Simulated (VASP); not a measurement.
# CuAu3 in VASP: further runs, part 3 of 3

VASP 6.6.1. The steps go on from the part before.

### Step 4. Single point, PBEsol

This run uses another cell than the first one, of 15.69 Å³/atom, 0.889 times its volume.

The input, INCAR:

```
PREC = Accurate
ENCUT = 520
EDIFF = 1E-7
ISMEAR = 0
SIGMA = 0.1
LREAL = False
LASPH = True
NELM = 60
ALGO = Fast
ISIF = 2
LWAVE = False
LCHARG = False
GGA = PS
NBANDS = 30
```

The input, KPOINTS:

```
regular mesh
0
Gamma
  14 14 14
```

The input, POSCAR:

```
CuAu3
1.0
    3.9742517487      0.0000000000      0.0000000000
    0.0000000000      3.9742517487      0.0000000000
    0.0000000000      0.0000000000      3.9742517487
Cu Au
1 3
Direct
    0.0000000000      0.0000000000      0.0000000000
    0.0000000000      0.5000000000      0.5000000000
    0.5000000000      0.0000000000      0.5000000000
    0.5000000000      0.5000000000      0.0000000000
```

Potentials or basis: VASP PAW PBE potentials, release 64 (Cu, Au).

Launch:

```sh
$ cat potpaw_PBE.64/Cu/POTCAR potpaw_PBE.64/Au/POTCAR > POTCAR
$ mpirun -np 1 vasp_std > vasp.out
```

OUTCAR:

```text
PREC = Accurate
   ENCUT = 520
   EDIFF = 1E-7
   ISMEAR = 0
   LREAL = False
   LASPH = True
   NELM = 60
   ISIF = 2
   GGA = PS

 ion  position               nearest neighbor table
   1  0.000  0.000  0.000-   2 2.81   3 2.81   4 2.81   2 2.81   3 2.81   2 2.81   4 2.81   2 2.81
                             3 2.81   4 2.81   3 2.81   4 2.81
   2  0.000  0.500  0.500-   1 2.81   3 2.81   4 2.81   1 2.81   4 2.81   1 2.81   3 2.81   1 2.81
                             3 2.81   4 2.81   4 2.81   3 2.81
   3  0.500  0.000  0.500-   1 2.81   2 2.81   4 2.81   1 2.81   4 2.81   2 2.81   4 2.81   4 2.81
                             1 2.81   2 2.81   1 2.81   2 2.81
   4  0.500  0.500  0.000-   1 2.81   2 2.81   3 2.81   2 2.81   3 2.81   1 2.81   3 2.81   3 2.81
                             1 2.81   2 2.81   2 2.81   1 2.81

  LATTYP: Found a simple cubic cell.
 ALAT       =     3.9742517487

  Lattice vectors:

 A1 = (   3.9742517487,   0.0000000000,   0.0000000000)
 A2 = (   0.0000000000,   3.9742517487,   0.0000000000)
 A3 = (   0.0000000000,   0.0000000000,   3.9742517487)

Analysis of symmetry for initial positions (statically):
=====================================================================
 Subroutine PRICEL returns:
 Original cell was already a primitive cell.

 Routine SETGRP: Setting up the symmetry group for a
 simple cubic supercell.

 Subroutine GETGRP returns: Found 48 space group operations
 (whereof 48 operations were pure point group operations)
 out of a pool of 48 trial point group operations.

The static configuration has the point symmetry O_h .

Analysis of symmetry for dynamics (positions and initial velocities):
=====================================================================
 Subroutine PRICEL returns:
 Original cell was already a primitive cell.

 Routine SETGRP: Setting up the symmetry group for a
 simple cubic supercell.

 Subroutine GETGRP returns: Found 48 space group operations
 (whereof 48 operations were pure point group operations)
 out of a pool of 48 trial point group operations.

The dynamic configuration has the point symmetry O_h .

 Subroutine INISYM returns: Found 48 space group operations
 (whereof 48 operations are pure point group operations),
 and found     1 'primitive' translations

----------------------------------------------------------------------------------------

                                     Primitive cell

  volume of cell :      62.7720

  direct lattice vectors                    reciprocal lattice vectors
     3.974251749  0.000000000  0.000000000     0.251619692  0.000000000  0.000000000
     0.000000000  3.974251749  0.000000000     0.000000000  0.251619692  0.000000000
     0.000000000  0.000000000  3.974251749     0.000000000  0.000000000  0.251619692

  length of vectors
     3.974251749  3.974251749  3.974251749     0.251619692  0.251619692  0.251619692

  position of ions in fractional coordinates (direct lattice)
     0.000000000  0.000000000  0.000000000
     0.000000000  0.500000000  0.500000000
     0.500000000  0.000000000  0.500000000
     0.500000000  0.500000000  0.000000000

  ion indices of the primitive-cell ions
   primitive index   ion index
                 1           1
                 2           2
                 3           3
[... 29 lines left out ...]
            Coordinates               Weight
  0.000000  0.000000  0.000000      1.000000
  0.071429  0.000000  0.000000      6.000000
  0.142857  0.000000  0.000000      6.000000
  0.214286  0.000000  0.000000      6.000000
  0.285714  0.000000  0.000000      6.000000
  0.357143  0.000000  0.000000      6.000000
[... 16 lines left out ...]
  0.285714  0.214286  0.000000     24.000000
  0.357143  0.214286  0.000000     24.000000
 [... further k-points ...]
   k-points           NKPTS =    120   k-points in BZ     NKDIM =    120   number of bands    NBANDS=     30
   number of dos      NEDOS =    301   number of ions     NIONS =      4
   total plane-waves  NPLWV =  27000
   dimension x,y,z NGX =    30 NGY =   30 NGZ =   30
   dimension x,y,z NGXF=    60 NGYF=   60 NGZF=   60
   ions per type =               1   3
   NGX,Y,Z   is equivalent  to a cutoff of  12.55, 12.55, 12.55 a.u.
   NGXF,Y,Z  is equivalent  to a cutoff of  25.10, 25.10, 25.10 a.u.
 SYSTEM =  unknown system
   PREC   = accura    normal or accurate (medium, high low for compatibility)
   ISTART =      0    job   : 0-new  1-cont  2-samecut
   ICHARG =      2    charge: 1-file 2-atom 10-const
   ISPIN  =      1    spin polarized calculation?
   LNONCOLLINEAR =      F non collinear calculations
   LSORBIT =      F    spin-orbit coupling
   LASPH  =      T    aspherical Exc in radial PAW
   ENCUT  =  520.0 eV  38.22 Ry    6.18 a.u.   7.39  7.39  7.39*2*pi/ulx,y,z
   NELM   =     60;   NELMIN=  2; NELMDL= -5     # of ELM steps
   EDIFF  = 0.1E-06   stopping-criterion for ELM
   LREAL  =      F    real-space projection
   EDIFFG = 0.1E-05   stopping-criterion for IOM
   NSW    =      0    number of steps for IOM
   IBRION =     -1    ionic relax: 0-MD 1-quasi-New 2-CG
   NFREE  =      0    steps in history (QN), initial steepest desc. (CG)
   ISIF   =      2    stress and relaxation
   ISYM   =      2    0-nonsym 1-usesym 2-fastsym
   POTIM  = 0.5000    time-step for ionic-motion
   TEBEG  =    0.0;   TEEND  =   0.0 temperature during run
   PSTRESS=    0.0 pullay stress
   NELECT =      44.0000    total number of electrons
   NUPDOWN=      -1.0000    fix difference up-down
   EMIN   =  10.00;   EMAX   =-10.00  energy-range for DOS
   EFERMI =   0.00;   METHOD = LEGACY
   ISMEAR =     0;   SIGMA  =   0.10  broadening in eV -4-tet -1-fermi 0-gaus
   EFERMI_NEDOS =   21; number of points for ismear=-14 and -15
   IALGO  =     68    algorithm
   IMIX   =      4    mixing-type and parameters
     AMIX     =   0.40;   BMIX     =  1.00
     AMIX_MAG =   1.60;   BMIX_MAG =  1.00
  volume/ion in A,a.u.               =      15.69       105.90
  Fermi-wavevector in a.u.,A,eV,Ry     =   1.454243  2.748121 28.773914  2.114823
  Thomas-Fermi vector in A             =   2.571416
   LORBIT       =      0    0 simple, 1 ext, 2 COOP (PROOUT), +10 PAW based schemes
   GGA     = PS    functional components
   LHFCALC =     F    Hartree Fock is set to
   AEXX    =    0.0000 exact exchange contribution
   IVDW    =     0    specifies the selected vdW correction
   LEPSILON=     F    determine dielectric tensor
   LRPA    =     F    only Hartree local field effects (RPA)
 non-spin polarized calculation
 RMM-DIIS sequential band-by-band and
 Gauss-broadening in eV      SIGMA  =   0.10
  energy-cutoff  :      520.00
  volume of cell :       62.77
 maximum number of plane-waves:      1743
 NGX is ok and might be reduce to    30
   NGX = 15   NGY = 15   NGZ = 15

 number of electron      44.0000041 magnetization

 Free energy of the ion-electron system (eV)
  ---------------------------------------------------
  ext. energy  EPLUGINS =         0.00000000
  ---------------------------------------------------
  free energy    TOTEN  =       -16.19872460 eV

  energy without entropy =      -16.19369843  energy(sigma->0) =      -16.19621151

 E-fermi :   9.1246     XC(G=0): -12.8973

 val. band max:        9.0723017870   @ k =   0.5000   0.4286   0.3571
 cond. band min:       9.1359259955   @ k =   0.5000   0.4286   0.3571
 fundamental gap:      0.0636242085
 Fermi energy:         9.1245550929

 k-point     1 :       0.0000    0.0000    0.0000
  band No.  band energies     occupation
      1      -0.9390      2.00000
      2       1.5430      2.00000
      3       2.3783      2.00000
      4       2.3783      2.00000
      5       2.3783      2.00000
      6       2.4906      2.00000
[... 781 lines left out ...]
     29      19.4506      0.00000
     30      20.4787      0.00000

 [... further k-points ...]

------------------------ aborting loop because EDIFF is reached ----------------------------------------

  FORCE on cell =-STRESS in cart. coord.  units (eV):
  Direction    XX          YY          ZZ          XY          YZ          ZX
  --------------------------------------------------------------------------------------
  -------------------------------------------------------------------------------------
  Total       -0.1212940     -0.1212940     -0.1212940     -0.0000000      0.0000000      0.0000000
  in kB       -3.0958775     -3.0958775     -3.0958775     -0.0000000      0.0000000      0.0000000
  external PRESSURE =      -3.0958775 kB  Pullay stress =       0.0000000 kB

 VOLUME and BASIS-vectors are now :
 -----------------------------------------------------------------------------
  energy-cutoff  :      520.00
  volume of cell :       62.77
      direct lattice vectors                 reciprocal lattice vectors
     3.974251749  0.000000000  0.000000000     0.251619692  0.000000000  0.000000000
     0.000000000  3.974251749  0.000000000     0.000000000  0.251619692  0.000000000
     0.000000000  0.000000000  3.974251749     0.000000000  0.000000000  0.251619692

 POSITION                                       TOTAL-FORCE (eV/Angst)
 -----------------------------------------------------------------------------------
      0.00000      0.00000      0.00000         0.000000      0.000000      0.000000
      0.00000      1.98713      1.98713         0.000000      0.000000      0.000000
      1.98713      0.00000      1.98713         0.000000      0.000000      0.000000
      1.98713      1.98713      0.00000         0.000000      0.000000      0.000000
 -----------------------------------------------------------------------------------
    total drift:                                0.000000      0.000000     -0.000000

  FREE ENERGIE OF THE ION-ELECTRON SYSTEM (eV)
  ---------------------------------------------------
  free  energy   TOTEN  =       -16.1987246006 eV

  energy  without entropy=      -16.1936984286  energy(sigma->0) =      -16.19621151
```

OSZICAR:

```text
N       E                     dE             d eps       ncg     rms          rms(c)
DAV:   1     0.360025037385E+03    0.36003E+03   -0.21582E+04  7392   0.180E+03
DAV:   2     0.467853460080E+01   -0.35535E+03   -0.33101E+03  7622   0.394E+02
DAV:   3    -0.175708289897E+02   -0.22249E+02   -0.21338E+02  8084   0.101E+02
DAV:   4    -0.180044808060E+02   -0.43365E+00   -0.43287E+00  8288   0.130E+01
[... 15 lines left out ...]
RMM:  20    -0.161987257608E+02    0.72396E-06   -0.66165E-07  7091   0.762E-03    0.137E-02
RMM:  21    -0.161987252665E+02    0.49425E-06   -0.31665E-07  5570   0.464E-03    0.998E-03
RMM:  22    -0.161987247855E+02    0.48106E-06   -0.41113E-07  5396   0.550E-03    0.753E-03
RMM:  23    -0.161987246330E+02    0.15246E-06   -0.13885E-07  4689   0.260E-03    0.585E-03
RMM:  24    -0.161987246006E+02    0.32410E-07   -0.34710E-08  4230   0.121E-03
   1 F= -.16198725E+02 E0= -.16196212E+02  d E =-.502617E-02
```

Run time: 2.2 min. Hardware: 1 thread of Intel Xeon 6975P-C (Granite Rapids), shared host; peak memory 0.31 GiB.

Results:

- Free energy: -16.1987 eV
- Pressure: -0.3 GPa
- Band gap on the k mesh: zero (band 22 reaches 10.15 eV, above the bottom of band 23 at 7.98 eV)

Caveat: the PAW data sets were made with another functional, which shifts forces and pressure a little; spin-orbit coupling is left out, which moves the levels of the heavy elements.

### Step 5. Relaxation of cell and atoms, PBEsol

This run uses another cell than the first one, of 15.76 Å³/atom, 0.893 times its volume.

The input, INCAR:

```
SYSTEM = CuAu3
PREC = Accurate
ENCUT = 600
EDIFF = 1E-6
ISMEAR = 0
SIGMA = 0.1
LREAL = .False.
LASPH = .True.
NELM = 80
ALGO = Fast
ISIF = 3
LWAVE = .False.
LCHARG = .False.
GGA = PS
IBRION = 2
NSW = 100
EDIFFG = -0.005
```

The input, KPOINTS:

```
regular mesh
0
Gamma
  10 10 10
  0 0 0
```

The input, POSCAR:

```
CuAu3
1.0
    3.9800000000      0.0000000000      0.0000000000
    0.0000000000      3.9800000000      0.0000000000
    0.0000000000      0.0000000000      3.9800000000
Cu Au
1 3
Direct
    0.0000000000      0.0000000000      0.0000000000
    0.0000000000      0.5000000000      0.5000000000
    0.5000000000      0.0000000000      0.5000000000
    0.5000000000      0.5000000000      0.0000000000
```

Launch:

```sh
$ cat potpaw_PBE.64/Cu/POTCAR potpaw_PBE.64/Au/POTCAR > POTCAR
$ mpirun -np 1 vasp_std > vasp.out
```

Wall time 2.1 min (1 thread of Intel Xeon 6975P-C (Granite Rapids), shared host); peak memory 0.26 GiB.

Results (log left out):

```yaml
Free_energy: -16.1923 eV
Relaxed_volume: 15.69 Å³/atom
Relaxed_cell: a = 3.974 Å, b = 3.974 Å, c = 3.974 Å, α = 90.00°, β = 90.00°, γ = 90.00°
Space_group_after_relaxing_to_0.05_Å: Pm-3m (No. 221)
Energy_gained_by_relaxing: 0.2 meV/atom
Ionic_steps: 5
Pressure_after_relaxing: 0.0 GPa
Band_gap_on_the_k_mesh: zero (band 22 reaches 10.14 eV, above the bottom of band 23 at 7.99 eV)
```

Step by step:
| step | energy change (eV) | largest force (eV/Å) | pressure (GPa) | volume (Å³) |
| --- | --- | --- | --- | --- |
| 1 | 0.0000 | 0.0000 | -0.67 | 63.04 |
| 2 | 0.0001 | 0.0000 | 0.79 | 62.44 |
| 3 | -0.0008 | 0.0000 | 0.11 | 62.74 |
| 4 | -0.0007 | 0.0000 | -0.15 | 62.79 |
| 5 | -0.0007 | 0.0000 | 0.02 | 62.76 |

Final structure:
```xyz
4
Lattice="3.9740 0.0000 0.0000 0.0000 3.9740 0.0000 0.0000 0.0000 3.9740" Properties=species:S:1:pos:R:3 pbc="T T T"
Cu    0.0000    0.0000    0.0000
Au    0.0000    1.9870    1.9870
Au    1.9870    0.0000    1.9870
Au    1.9870    1.9870    0.0000
```

Levels at points of the mesh, in eV from the Fermi level:
```tsv
k point	band 19	band 20	band 21	band 22	band 23	band 24	band 25	band 26
(0.00, 0.00, 0.00)	-1.44	-1.44	-1.44	0.96	0.96	0.96	5.98	5.98
(0.50, 0.00, 0.00)	-2.11	-1.90	-1.52	-1.44	5.26	5.63	5.94	5.94
(0.50, 0.50, 0.00)	-2.16	-2.16	-0.74	-0.17	-0.05	-0.05	8.37	8.94
(0.50, 0.50, 0.50)	-1.60	-1.60	-1.17	-1.10	-1.10	-1.10	3.03	3.03
```

Caveat: the PAW data sets were made with another functional, which shifts forces and pressure a little; spin-orbit coupling is left out, which moves the levels of the heavy elements.

### Step 6. Single point, PBEsol (uniaxial strain along a: -4.0 %)

The input, INCAR:

```
SYSTEM = CuAu3
ALGO = Fast
EDIFF = 1E-6
ENCUT = 520
GGA = PS
ISIF = 2
ISMEAR = 0
LASPH = .TRUE.
LCHARG = .TRUE.
LELF = .TRUE.
LREAL = .FALSE.
LVHAR = .TRUE.
LWAVE = .FALSE.
NBANDS = 30
NELM = 80
PREC = Accurate
SIGMA = 0.1
```

The input, KPOINTS:

```
k-points
0
G
  14 14 14
  0 0 0
```

The input, POSCAR:

```
CuAu3
1.0
    3.8152816788      0.0000000000      0.0000000000
    0.0000000000      4.0139942662      0.0000000000
    0.0000000000      0.0000000000      4.0139942662
Cu Au
1 3
Direct
    0.0000000000      0.0000000000      0.0000000000
    0.0000000000      0.5000000000      0.5000000000
    0.5000000000      0.0000000000      0.5000000000
    0.5000000000      0.5000000000      0.0000000000
```

Potentials or basis: VASP PAW PBE potentials, release 64 (Cu, Au).

Launch:

```sh
$ cat potpaw_PBE.64/Cu/POTCAR potpaw_PBE.64/Au/POTCAR > POTCAR
$ mpirun -np 1 vasp_std > vasp.out
```

Wall time 3.4 min (1 thread of Intel Xeon 6975P-C (Granite Rapids), shared host); peak memory 0.52 GiB.

It converged, with:

```yaml
Free_energy: -16.1705 eV
Pressure: 3.6 GPa
Band_gap_on_the_k_mesh: zero (band 22 reaches 10.36 eV, above the bottom of band 23 at 8.23 eV)
```

Stress tensor (GPa, compression positive):
```
4.85 0.00 0.00
0.00 3.00 0.00
0.00 0.00 3.00
```

Levels at points of the mesh, in eV from the Fermi level:
| k point | band 20 | band 21 | band 22 | band 23 | band 24 | band 25 |
| --- | --- | --- | --- | --- | --- | --- |
| (0.00, 0.00, 0.00) | -1.40 | -1.40 | 0.58 | 0.58 | 1.53 | 5.65 |
| (0.50, 0.00, 0.00) | -2.06 | -1.74 | -1.60 | 4.97 | 5.29 | 5.99 |
| (0.00, 0.50, 0.00) | -1.96 | -1.46 | -1.45 | 5.42 | 5.54 | 5.90 |
| (0.50, 0.50, 0.00) | -2.22 | -0.69 | -0.11 | 0.09 | 0.10 | 8.20 |
| (0.00, 0.50, 0.50) | -2.29 | -0.94 | -0.40 | -0.32 | -0.32 | 8.95 |
| (0.50, 0.50, 0.50) | -1.60 | -1.28 | -1.22 | -1.22 | -1.21 | 3.07 |

Caveat: the cell differs from its parent crystal (uniaxial strain along a: -4.0 %); the PAW data sets were made with another functional, which shifts forces and pressure a little; spin-orbit coupling is left out, which moves the levels of the heavy elements.

### Step 7. Overview

| task | cell | k mesh | cutoff (eV) | gap on the mesh (eV) | pressure (GPa) |
| --- | --- | --- | --- | --- | --- |
| single point | a = 4.133 Å, 4 atoms | 14 × 14 × 14 | 520 | none | -14.6 |
| single point | a = 4.213 Å, 4 atoms | 14 × 14 × 14 | 520 | none | -18.5 |
| single point | a = 3.974 Å, 4 atoms | 14 × 14 × 14 | 520 | none | -0.3 |
| relaxation of cell and atoms | relaxed from a = 3.980 Å, 4 atoms | 10 × 10 × 10 | 600 | none | 0.0 |
| single point | a = 3.815, b = 4.014, c = 4.014 Å, 4 atoms | 14 × 14 × 14 | 520 | none | 3.6 |

Alike in all rows: level PBEsol; potentials or basis VASP PAW PBE potentials, release 64 (Cu, Au); no spin polarisation; smearing gaussian 0.1 eV.

Caveats: the PAW data sets were made with another functional, which shifts forces and pressure a little; spin-orbit coupling is left out, which moves the levels of the heavy elements.

Total energies depend on the potentials used, so only differences within one code and one set of settings carry meaning.
